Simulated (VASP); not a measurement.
Input of a VASP 6.6.1 run:

Contents of INCAR:

```
ALGO = Normal
DIPOL = 0.5 0.5 0.326
EDIFF = 1E-6
ENCUT = 520
GGA = PE
IDIPOL = 3
ISIF = 2
ISMEAR = 0
LASPH = True
LCHARG = False
LDIPOL = True
LREAL = False
LWAVE = False
NBANDS = 18
NELM = 60
PREC = Accurate
SIGMA = 0.1
```

KPOINTS

```
k-points
0
Gamma
  4 5 1
```

POSCAR

```
Mg8H
1.0
    6.4201385733      0.0000000000      0.0000000000
    0.0000000000      5.1379129567      0.0000000000
    0.0000000000      0.0000000000     19.1644777330
Mg H
8 1
Direct
    0.0000000000      0.7500000000      0.2087194890
    0.5000000000      0.7500000000      0.2087194890
    0.2500000000      0.2500000000      0.2570728643
    0.7500000000      0.2500000000      0.2570728643
    0.2500000000      0.7500000000      0.3587181927
    0.7500000000      0.7500000000      0.3587181927
    0.0000000000      0.2500000000      0.3999314690
    0.5000000000      0.2500000000      0.3999314690
    0.1250000000      0.2500000000      0.4815472507
```

Potentials or basis: VASP PAW PBE potentials, release 64 (Mg, H).

Command:

```sh
$ cat potpaw_PBE.64/Mg/POTCAR potpaw_PBE.64/H/POTCAR > POTCAR
$ mpirun -np 1 vasp_std > vasp.out
```

Task: Predict the largest force.

Result: 0.416 eV/Å.

Task: What does it give for the band gap on the k mesh?

Result: Zero (an odd number of electrons rules out a gap without spin polarisation).

Forces on the atoms (eV/Å):
```
Mg   0.009  0.000  0.203
Mg  -0.003  0.000  0.262
Mg   0.023  0.000 -0.067
Mg   0.033  0.000 -0.108
Mg   0.055  0.000 -0.178
Mg  -0.072  0.000 -0.016
Mg  -0.272  0.000 -0.135
Mg  -0.188  0.000  0.037
H    0.416  0.000  0.002
```
